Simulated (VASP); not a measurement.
**BN (Qingsongite): single point with PBEsol**

BN (Qingsongite):

```
B N
1.0
     0.00000    1.83129    1.83129
     1.83129    0.00000    1.83129
     1.83129    1.83129    0.00000
B N
1 1
Direct
  0.00000 0.00000 0.00000
  0.25000 0.25000 0.25000
```

| Item | Value |
| --- | --- |
| Program | VASP 6.6.1 |
| Task | single point |
| Functional | PBEsol |
| Potentials or basis | VASP PAW PBE potentials, release 64 (B, N) |
| Cutoff | 520 eV |
| k mesh | 10 × 10 × 10 |
| Occupations | gaussian, width 0.01 eV |
| Spin | no spin polarisation |
| Dipole correction | no |
| Further INCAR settings | ALGO = Normal; EDIFF = 1e-06; NBANDS = 11 |

```
Pressure               : -16.2 GPa
Band gap on the k mesh : 4.23 eV, indirect (least direct gap 8.58 eV)
```

Levels at points of the mesh, in eV from the valence-band top:
```
           k point  band 1  band 2  band 3  band 4  band 5  band 6  band 7  band 8
(0.00, 0.00, 0.00)  -19.81    0.00    0.00    0.00    8.58    8.58    8.58    9.64
(0.50, 0.00, 0.00)  -15.73  -10.42   -1.88   -1.88    9.59   10.41   10.41   14.68
(0.50, 0.50, 0.00)  -14.40   -8.71   -4.75   -4.75    4.23    8.87   17.29   17.29
```

Wall time 2.9 s on 1 thread of Intel(R) Xeon(R) 6975P-C (Granite Rapids), with other jobs on the host, peak memory 0.12 GiB.

Caveat: the PAW data sets were made with another functional, which shifts forces and pressure a little. A k mesh can miss the band edges.
